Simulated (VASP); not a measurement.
Here is a VASP 6.6.1 calculation.

INCAR

```
  PREC = Accurate
  ENCUT = 520
  EDIFF = 1E-6
  ISMEAR = 0
  SIGMA = 0.1
  LREAL = False
  LASPH = True
  NELM = 100
  ALGO = Normal
  ISIF = 2
  LWAVE = False
  LCHARG = False
  GGA = PE
  NBANDS = 34
```

The input KPOINTS:

```
Automatic mesh
0
Gamma
  6 6 6
```

File POSCAR:

```
ZnW
1.0
    0.0000000000      3.1303550390      3.1303550390
    3.1303550390      0.0000000000      3.1303550390
    3.1303550390      3.1303550390      0.0000000000
Zn W
2 2
Direct
    0.5000000000      0.5000000000      0.5000000000
    0.7500000000      0.7500000000      0.7500000000
    0.0000000000      0.0000000000      0.0000000000
    0.2500000000      0.2500000000      0.2500000000
```

Potentials or basis: VASP PAW PBE potentials, release 64 (Zn, W_sv).

Command:

```sh
$ cat potpaw_PBE.64/Zn/POTCAR potpaw_PBE.64/W_sv/POTCAR > POTCAR
$ mpirun -np 1 vasp_std > vasp.out
```

Task: Estimate the pressure.

Result: 0.6 GPa.

Task: Estimate the band gap on the k mesh.

Result: Zero (bands 26 and 27 overlap by 2.12 eV).

Caveat: spin-orbit coupling is left out, which moves the levels of the heavy elements.
